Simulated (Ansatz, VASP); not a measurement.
# Two plane-wave programs on CaO

```xyz
2
Lattice="0.0000 2.3770 2.3770 2.3770 0.0000 2.3770 2.3770 2.3770 0.0000" Properties=species:S:1:pos:R:3 pbc="T T T"
Ca    0.0000    0.0000    0.0000
O     2.3770    2.3770    2.3770
```

Alike in both runs: task single point; functional LDA; k mesh 8 × 8 × 8; occupations gaussian, width 0.02 eV; no spin polarisation.

```csv
,VASP,Ansatz
version,VASP 6.6.1,Ansatz 0.2.0
potentials or method,"VASP PAW LDA potentials, release 64 (Ca_sv, O), cutoff 600 eV","scalar-relativistic, plane waves, PAW"
valence electrons in the cell,16,16
```

|  | VASP | Ansatz | Ansatz less VASP |
| --- | --- | --- | --- |
| gap on the k mesh at the Fermi level (eV) | 3.44 | 3.47 | +0.027 |
| least direct gap on the mesh (eV) | 3.81 | 3.84 | +0.028 |
| pressure (GPa) | -2.8 | -3.6 | -0.80 |

Ansatz warns that its potentials were made for another functional, while VASP's fit it. LDA's correlation is that of Perdew and Zunger in VASP and of Perdew and Wang (1992) in Ansatz.
